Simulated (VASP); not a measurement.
Runs of VASP 6.6.1 on TePb. The structure is cubic, space group Fm-3m (No. 225). The conventional cell has a = 6.462 Å, b = 6.462 Å, c = 6.462 Å, α = 90.00°, β = 90.00°, γ = 90.00°. Te (site symmetry m-3m) has 6 Pb at 3.23 Å within 4.3 Å. Pb (site symmetry m-3m) has 6 Te at 3.23 Å within 4.3 Å. 

| task | level | spin | cell | cutoff (eV) | pressure (GPa) |
| --- | --- | --- | --- | --- | --- |
| electric field gradients | PBE | non-collinear, zero start, SOC | as given | 400 | (a) |
| relaxation of the atoms | PBE | off | atoms relaxed | 520 | 2.1 |
| electric field gradients | r2SCAN | off | as given | 520 | 1.5 |
| single point | PBE | off | as given | 520 | 2.1 |
| electric field gradients | PBE | off | as given | 520 | 2.1 |

Alike in all rows: potentials or basis VASP PAW PBE potentials, release 64 (Te, Pb_d); k mesh 9 × 9 × 9; smearing fermi-dirac 0.05 eV.

Task: Estimate the missing entries.

Result: (a) 2.0.

Caveats: the relaxation stopped at its first step, so nothing moved (some runs); the PAW data sets were made with another functional, which shifts forces and pressure a little (some runs).
